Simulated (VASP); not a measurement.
Input of a VASP 6.6.1 run:

Contents of INCAR:

```
ALGO     = Normal         # electronic algorithm
EDIFF    = 1E-6           # SCF threshold, eV
EDIFFG   = -0.08          # ionic threshold
ENCUT    = 600            # plane-wave cutoff, eV
GGA      = PE             # functional
IBRION   = 2              # ionic algorithm
ISIF     = 3              # what is computed and relaxed
ISMEAR   = 0              # smearing method
LASPH    = T              # aspherical terms in the spheres
LCHARG   = F              # write CHGCAR
LREAL    = F              # projectors in reciprocal space
LWAVE    = F              # write WAVECAR
NELM     = 60             # most SCF steps
NSW      = 36             # ionic steps
PREC     = Accurate       # precision mode
SIGMA    = 0.15           # smearing width, eV
```

Contents of KPOINTS:

```
k-points
0
Gamma
  2 2 3
```

File POSCAR:

```
MgZn2TeSe2
1.0
    5.7893594100      0.0000000000      0.0000000000
    0.0000000000      5.7893594100      0.0000000000
    0.0000000000      0.0000000000      4.7007184600
Mg Zn Te Se
1 2 1 2
Direct
    0.0000000000      0.0000000000      0.3159622700
    0.5000000000      0.0000000000      0.0771952700
    0.0000000000      0.5000000000      0.0771952700
    0.0000000000      0.0000000000      0.8480521500
    0.5000000000      0.0000000000      0.5923181500
    0.0000000000      0.5000000000      0.5923181500
```

Potentials or basis: VASP PAW PBE potentials, release 64 (Mg, Zn, Te, Se).

Launch:

```sh
$ cat potpaw_PBE.64/Mg/POTCAR potpaw_PBE.64/Zn/POTCAR potpaw_PBE.64/Te/POTCAR potpaw_PBE.64/Se/POTCAR > POTCAR
$ mpirun -np 1 vasp_std > vasp.out
```

Task: Predict the relaxed volume.

Result: 28.33 Å³/atom.

Task: Predict the relaxed cell.

Result: a = 5.333 Å, b = 5.333 Å, c = 5.977 Å, α = 90.00°, β = 90.00°, γ = 90.00°.

Task: Estimate the space group after relaxing (to 0.1 Å).

Result: P4mm (No. 99).

Step by step:
```tsv
step	energy change (eV)	largest force (eV/Å)	pressure (GPa)	volume (Å³)
1	0.0000	5.1570	11.34	157.55
2	-0.3977	4.3293	-2.91	202.92
3	-1.2388	2.8860	1.20	177.49
4	-1.2423	2.7845	1.46	176.69
5	-1.5846	0.9701	-0.79	187.75
6	-1.6255	1.6595	-1.49	193.59
7	-1.8517	1.6547	-0.27	191.44
8	-1.8837	1.6364	0.62	190.25
9	-2.0362	1.0664	0.39	190.40
10	-2.3339	2.0419	0.11	190.80
11	-2.2749	3.6703	1.00	191.33
12	-2.4102	2.9090	0.35	191.08
13	-2.5467	2.7052	-0.11	191.32
14	-2.8922	1.9910	-1.23	191.90
15	-3.1890	1.1519	-2.62	192.46
16	-3.2884	1.0335	-2.39	189.14
17	-3.5215	0.6961	-1.36	179.35
18	-3.5755	0.6280	2.48	160.60
19	-3.6335	0.3537	0.42	168.86
20	-3.6344	0.3547	0.63	167.94
21	-3.6489	0.3408	0.30	168.71
22	-3.6612	0.3091	-0.23	170.20
23	-3.6766	0.2464	-0.20	170.14
24	-3.7098	0.2328	-0.19	169.95
25	-3.7076	0.4712	-0.10	169.56
26	-3.7208	0.2495	-0.16	169.77
27	-3.7362	0.0926	0.03	168.61
28	-3.7412	0.0877	0.24	167.46
29	-3.7453	0.0987	-0.06	169.08
30	-3.7461	0.1080	-0.31	170.40
31	-3.7485	0.0885	-0.23	170.42
32	-3.7504	0.0933	-0.11	170.46
33	-3.7505	0.0948	-0.06	170.47
34	-3.7521	0.0852	0.00	170.23
35	-3.7528	0.0768	0.06	169.97
```

Caveat: the k points lie up to 0.59 Å⁻¹ apart in the final cell, too coarse for converged energies and pressures of a metal; a cell axis changed by over 15 % at a fixed basis, so the end point is rough; the relaxation stopped at a loose force limit of 0.08 eV/Å, so its end isn't a converged minimum.
